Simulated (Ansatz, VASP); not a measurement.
## F in VASP and in Ansatz

```
CELL_PARAMETERS angstrom
3.07293 -1.85322 -0.23701
3.07293 1.85322 -0.23701
-2.28454 0.00000 7.41084
ATOMIC_POSITIONS crystal
F 0.08485 0.08485 0.09400
F 0.91515 0.91515 0.90600
F 0.50157 0.50157 0.59372
F 0.49843 0.49843 0.40628
```

Change from the starting cell: volume 20.600 Å^3 an atom, stretch along a over the lengths across it, relative to the relaxed cell 0.9530.

Alike in both runs: task single point; functional PBEsol; k mesh 4 × 4 × 2; occupations gaussian, width 0.05 eV; no spin polarisation.

|  | VASP | Ansatz |
| --- | --- | --- |
| version | VASP 6.6.1 | Ansatz 0.2.0 |
| potentials or method | VASP PAW PBE potentials, release 64 (F), cutoff 520 eV | scalar-relativistic, plane waves, PAW |
| valence electrons in the cell | 28 | 28 |

```tsv
	VASP	Ansatz	Ansatz less VASP
gap on the k mesh at the Fermi level (eV)	2.52	2.59	+0.069
least direct gap on the mesh (eV)	2.58	2.65	+0.069
pressure (GPa)	-2.8	-3.0	-0.20
traceless stress, the component that is largest in VASP (GPa)	-3.63	-4.71	-1.072
rms of the force components (eV/Å)	0.673	0.870	+0.1970
```

VASP's potentials were made for PBE, not for PBEsol. Atom by atom the forces differ by 0.197 eV/Å (rms over components).

The k mesh is coarse, so the values compare programs but aren't converged.
